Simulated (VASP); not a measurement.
# MgF2 (P4_2/mnm) in VASP: single point with HSE06

Aim: the single point of MgF2 with HSE06.

All numbers are computed with VASP 6.6.1; they aren't measurements. Logs are shortened: lines on timing, memory, paths and dates and some standing lists are left out, and cuts for length are marked.

## 1. The cell of the first run

Symmetry: P4_2/mnm, No. 136, tetragonal system. Conventional cell: a = 4.807 Å, b = 4.807 Å, c = 2.982 Å, α = 90.00°, β = 90.00°, γ = 90.00°. Mg (site symmetry mmm) has 6 F at 2.00 to 2.07 Å within 2.6 Å. Within 2.7 Å of F (site symmetry m2m) lie 3 Mg at 2.00 to 2.07 Å and 1 F at 2.67 Å.

## 2. Single point, HSE06 (epitaxial xy strain +4.0%)

POSCAR reads:

```
MgF2
1.0
    4.8068966344      0.0000000000      0.0000000000
    0.0000000000      4.8068966344      0.0000000000
    0.0000000000      0.0000000000      2.9815746277
Mg F
2 4
Direct
    0.0000000000      0.0000000000      0.0000000000
    0.5000000000      0.5000000000      0.5000000000
    0.3039688291      0.3039688291      0.0000000000
    0.1960311709      0.8039688291      0.5000000000
    0.8039688291      0.1960311709      0.5000000000
    0.6960311709      0.6960311709      0.0000000000
```

INCAR.step1 reads:

```
SYSTEM = MgF2
  PREC = Accurate
  ENCUT = 520
  EDIFF = 1E-5
  ISMEAR = 0
  SIGMA = 0.01
  LREAL = .FALSE.
  LASPH = .TRUE.
  NELM = 120
  ALGO = Normal
  ISIF = 2
  LWAVE = .TRUE.
  LCHARG = .FALSE.
  GGA = PE
  NBANDS = 25
  GGA_COMPAT = .FALSE.
  KPAR = 4
```

INCAR.step2 reads:

```
SYSTEM = MgF2
  PREC = Accurate
  ENCUT = 520
  EDIFF = 1E-6
  ISMEAR = 0
  SIGMA = 0.01
  LREAL = .FALSE.
  LASPH = .TRUE.
  NELM = 120
  ALGO = Normal
  ISIF = 2
  LWAVE = .FALSE.
  LCHARG = .FALSE.
  GGA = PE
  LHFCALC = .TRUE.
  HFSCREEN = 0.2079
  PRECFOCK = Normal
  ISTART = 1
  NBANDS = 25
  GGA_COMPAT = .FALSE.
  KPAR = 4
```

KPOINTS reads:

```
regular mesh
0
G
  4 4 6
  0 0 0
```

Potentials or basis: VASP PAW PBE potentials, release 64 (Mg, F).

The run is started by

```bash
$ cat potpaw_PBE.64/Mg/POTCAR potpaw_PBE.64/F/POTCAR > POTCAR
$ cp INCAR.step1 INCAR
$ mpirun -np 4 vasp_std > vasp.out
$ cp INCAR.step2 INCAR
$ mpirun -np 4 vasp_std > vasp.out
```

OUTCAR:

```text
SYSTEM = MgF2
   PREC = Accurate
   ENCUT = 520
   EDIFF = 1E-6
   ISMEAR = 0
   LREAL = .FALSE.
   LASPH = .TRUE.
   NELM = 120
   ISIF = 2
   GGA = PE
   LHFCALC = .TRUE.
   HFSCREEN = 0.2079
   PRECFOCK = Normal
   ISTART = 1

 ion  position               nearest neighbor table
   1  0.000  0.000  0.000-   4 2.00   5 2.00   4 2.00   5 2.00   3 2.07   6 2.07
   2  0.500  0.500  0.500-   3 2.00   6 2.00   3 2.00   6 2.00   5 2.07   4 2.07
   3  0.304  0.304  0.000-   2 2.00   2 2.00   1 2.07
   4  0.196  0.804  0.500-   1 2.00   1 2.00   2 2.07
   5  0.804  0.196  0.500-   1 2.00   1 2.00   2 2.07
   6  0.696  0.696  0.000-   2 2.00   2 2.00   1 2.07

  LATTYP: Found a simple tetragonal cell.
 ALAT       =     4.8068966344
 C/A-ratio  =     0.6202701773

  Lattice vectors:

 A1 = (   4.8068966344,   0.0000000000,   0.0000000000)
 A2 = (   0.0000000000,   4.8068966344,   0.0000000000)
 A3 = (   0.0000000000,   0.0000000000,   2.9815746277)

Analysis of symmetry for initial positions (statically):
=====================================================================
 Subroutine PRICEL returns:
 Original cell was already a primitive cell.

 Routine SETGRP: Setting up the symmetry group for a
 simple tetragonal supercell.

 Subroutine GETGRP returns: Found 16 space group operations
 (whereof  8 operations were pure point group operations)
 out of a pool of 16 trial point group operations.

The static configuration has the point symmetry D_2h.
 The point group associated with its full space group is D_4h.

Analysis of symmetry for dynamics (positions and initial velocities):
=====================================================================
 Subroutine PRICEL returns:
 Original cell was already a primitive cell.

 Routine SETGRP: Setting up the symmetry group for a
 simple tetragonal supercell.

 Subroutine GETGRP returns: Found 16 space group operations
 (whereof  8 operations were pure point group operations)
 out of a pool of 16 trial point group operations.

The dynamic configuration has the point symmetry D_2h.
 The point group associated with its full space group is D_4h.

 Subroutine INISYM returns: Found 16 space group operations
 (whereof  8 operations are pure point group operations),
 and found     1 'primitive' translations

[... 110 lines left out ...]
   TEBEG  =    0.0;   TEEND  =   0.0 temperature during run
   PSTRESS=    0.0 pullay stress
   NELECT =      32.0000    total number of electrons
   NUPDOWN=      -1.0000    fix difference up-down
   EMIN   =  10.00;   EMAX   =-10.00  energy-range for DOS
   EFERMI =   0.00;   METHOD = LEGACY
   ISMEAR =     0;   SIGMA  =   0.01  broadening in eV -4-tet -1-fermi 0-gaus
   EFERMI_NEDOS =   21; number of points for ismear=-14 and -15
   IALGO  =     38    algorithm
   IMIX   =      1    mixing-type and parameters
     AMIX     =   0.40;   BMIX     =  1.00
     AMIX_MAG =   1.60;   BMIX_MAG =  1.00
  volume/ion in A,a.u.               =      11.48        77.49
  Fermi-wavevector in a.u.,A,eV,Ry     =   1.267846  2.395881 21.870450  1.607433
  Thomas-Fermi vector in A             =   2.400972
   LORBIT       =      0    0 simple, 1 ext, 2 COOP (PROOUT), +10 PAW based schemes
   GGA     = PE    functional components
   LHFCALC =     T    Hartree Fock is set to
   PRECFOCK=normal    Normal, Fast or Accurate (Low or Medium for compatibility)
   ENCUT4O =  -1.0   cutoff for four orbital integrals eV
   NKREDX  =     1    reduce k-point grid by
   NKREDY  =     1    reduce k-point grid by
   NKREDZ  =     1    reduce k-point grid by
   AEXX    =    0.2500 exact exchange contribution
   HFSCREEN=    0.2079 screening length (either q_TF or 0.3 A-1)
   HFSCREENC=   0.2079 screening length for correlation (either q_TF or 0.3 A-1)
   ENCUTFOCK=  -1.0 apply spherical cutoff to Coloumb kernel
   IVDW    =     0    specifies the selected vdW correction
   LEPSILON=     F    determine dielectric tensor
   LRPA    =     F    only Hartree local field effects (RPA)
 non-spin polarized calculation
 Gauss-broadening in eV      SIGMA  =   0.01
  energy-cutoff  :      520.00
  volume of cell :       68.89
 maximum number of plane-waves:      1884
 NGX is ok and might be reduce to    36
  NGX = 28; NGY = 28; NGZ = 18

 number of electron      31.9999946 magnetization

 Free energy of the ion-electron system (eV)
  ---------------------------------------------------
  ext. energy  EPLUGINS =         0.00000000
  ---------------------------------------------------
  free energy    TOTEN  =       -38.21605775 eV

  energy without entropy =      -38.21605775  energy(sigma->0) =      -38.21605775

 E-fermi :  -3.2903     XC(G=0):  -7.7695

 val. band max:       -3.3434419021   @ k =   0.0000   0.0000   0.0000
 cond. band min:       5.7438826625   @ k =   0.0000   0.0000   0.0000
 fundamental gap:      9.0873245645
 Fermi energy:        -3.2902538897

 k-point     1 :       0.0000    0.0000    0.0000
  band No.  band energies     occupation
      1     -25.4521      2.00000
      2     -24.7621      2.00000
      3     -24.7621      2.00000
      4     -24.6686      2.00000
      5      -7.3396      2.00000
      6      -5.7149      2.00000
[... 661 lines left out ...]
     24      14.0875      0.00000
     25      16.5501      0.00000

------------------------ aborting loop because EDIFF is reached ----------------------------------------

  FORCE on cell =-STRESS in cart. coord.  units (eV):
  Direction    XX          YY          ZZ          XY          YZ          ZX
  --------------------------------------------------------------------------------------
  -------------------------------------------------------------------------------------
  Total       -2.6212582     -2.6212582      0.2506086      0.0000000      0.0000000      0.0000000
  in kB      -60.9600247    -60.9600247      5.8281568      0.0000000      0.0000000      0.0000000
  external PRESSURE =     -38.6972976 kB  Pullay stress =       0.0000000 kB

 VOLUME and BASIS-vectors are now :
 -----------------------------------------------------------------------------
  energy-cutoff  :      520.00
  volume of cell :       68.89
      direct lattice vectors                 reciprocal lattice vectors
     4.806896634  0.000000000  0.000000000     0.208034430  0.000000000  0.000000000
     0.000000000  4.806896634  0.000000000     0.000000000  0.208034430  0.000000000
     0.000000000  0.000000000  2.981574628     0.000000000  0.000000000  0.335393248

 POSITION                                       TOTAL-FORCE (eV/Angst)
 -----------------------------------------------------------------------------------
      0.00000      0.00000      0.00000        -0.000000      0.000000      0.000000
      2.40345      2.40345      1.49079        -0.000000      0.000000      0.000000
      1.46115      1.46115      0.00000         0.021397      0.021397     -0.000000
      0.94230      3.86460      1.49079        -0.021397      0.021397     -0.000000
      3.86460      0.94230      1.49079         0.021397     -0.021397      0.000000
      3.34575      3.34575      0.00000        -0.021397     -0.021397      0.000000
 -----------------------------------------------------------------------------------
    total drift:                               -0.000000     -0.000000     -0.000000

  FREE ENERGIE OF THE ION-ELECTRON SYSTEM (eV)
  ---------------------------------------------------
  free  energy   TOTEN  =       -38.2160577462 eV

  energy  without entropy=      -38.2160577462  energy(sigma->0) =      -38.21605775
```

OSZICAR.step1:

```text
N       E                     dE             d eps       ncg     rms          rms(c)
DAV:   1     0.170584558683E+03    0.17058E+03   -0.17621E+04  1232   0.120E+03
DAV:   2    -0.253520244862E+02   -0.19594E+03   -0.18831E+03  1484   0.287E+02
DAV:   3    -0.340264414408E+02   -0.86744E+01   -0.86441E+01  1517   0.585E+01
DAV:   4    -0.340738097230E+02   -0.47368E-01   -0.47362E-01  1305   0.494E+00
DAV:   5    -0.340740487195E+02   -0.23900E-03   -0.23899E-03  1444   0.343E-01    0.100E+01
DAV:   6    -0.314357251851E+02    0.26383E+01   -0.83152E+00  1326   0.205E+01    0.303E+00
DAV:   7    -0.314531886784E+02   -0.17463E-01   -0.77872E-02  1256   0.187E+00    0.192E+00
DAV:   8    -0.314811197818E+02   -0.27931E-01   -0.61929E-02  1243   0.235E+00    0.200E-01
DAV:   9    -0.314813052199E+02   -0.18544E-03   -0.10436E-03  1512   0.225E-01    0.819E-02
DAV:  10    -0.314818293674E+02   -0.52415E-03   -0.45415E-04  1242   0.151E-01    0.146E-02
DAV:  11    -0.314818302067E+02   -0.83932E-06   -0.57661E-06  1112   0.210E-02
   1 F= -.31481830E+02 E0= -.31481830E+02  d E =-.743035E-20
```

Run time: 25 min. Hardware: 4 MPI ranks of Intel Xeon Platinum 8375C at 2.90GHz (Ice Lake), shared host; peak memory 0.31 GiB.

Results:

```yaml
Free_energy: -38.2161 eV
Pressure: -3.9 GPa
Largest_force: 0.030 eV/Å
Band_gap_on_the_k_mesh: 9.09 eV
```

Forces on the atoms (eV/Å):
```
Mg   0.000  0.000  0.000
Mg   0.000  0.000  0.000
F    0.021  0.021  0.000
F   -0.021  0.021  0.000
F    0.021 -0.021  0.000
F   -0.021 -0.021  0.000
```

Caveat: the cell differs from its parent crystal (epitaxial xy strain +4.0%); the stress differs along the axes, from -6 to 1 GPa; the structure was generated, so it needn't be the stable form of MgF2; the PAW data sets were made with another functional, which shifts forces and pressure a little.
